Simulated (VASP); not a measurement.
# C: single point with PBE

Crystal: C.

```
C
1.0
    -2.48215    2.48215    2.48215
     2.48215   -2.48215    2.48215
     2.48215    2.48215   -2.48215
C
12
Direct
  0.12500 0.75000 0.87500
  0.75000 0.37500 0.62500
  0.62500 0.37500 0.25000
  0.75000 0.87500 0.12500
  0.12500 0.87500 0.25000
  0.25000 0.12500 0.87500
  0.87500 0.12500 0.75000
  0.37500 0.62500 0.75000
  0.37500 0.25000 0.62500
  0.87500 0.25000 0.12500
  0.25000 0.62500 0.37500
  0.62500 0.75000 0.37500
```

| Property | Result |
| --- | --- |
| Program | VASP 6.6.1 |
| Task | single point |
| Functional | PBE |
| Potentials or basis | VASP PAW PBE potentials, release 64 (C) |
| Cutoff | 600 eV |
| k mesh | 6 × 6 × 6 |
| Occupations | gaussian, width 0.1 eV |
| Spin | no spin polarisation |

```json
{"Pressure": "63.1 GPa", "Band gap on the k mesh": "1.67 eV, direct"}
```

Levels at points of the mesh, in eV from the valence-band top:
| k point | band 22 | band 23 | band 24 | band 25 | band 26 | band 27 |
| --- | --- | --- | --- | --- | --- | --- |
| (0.00, 0.00, 0.00) | 0.00 | 0.00 | 0.00 | 1.67 | 6.67 | 6.67 |
| (0.50, 0.00, 0.00) | -1.73 | -1.13 | -1.13 | 5.62 | 5.62 | 5.98 |
| (0.50, 0.50, 0.50) | -1.38 | -1.38 | -1.38 | 5.15 | 5.15 | 5.15 |

It took 20 s on 1 thread of Intel(R) Xeon(R) 6975P-C (Granite Rapids), with other jobs on the host, peak memory 0.19 GiB.

As with any semilocal functional, this PBE gap is likely too small.
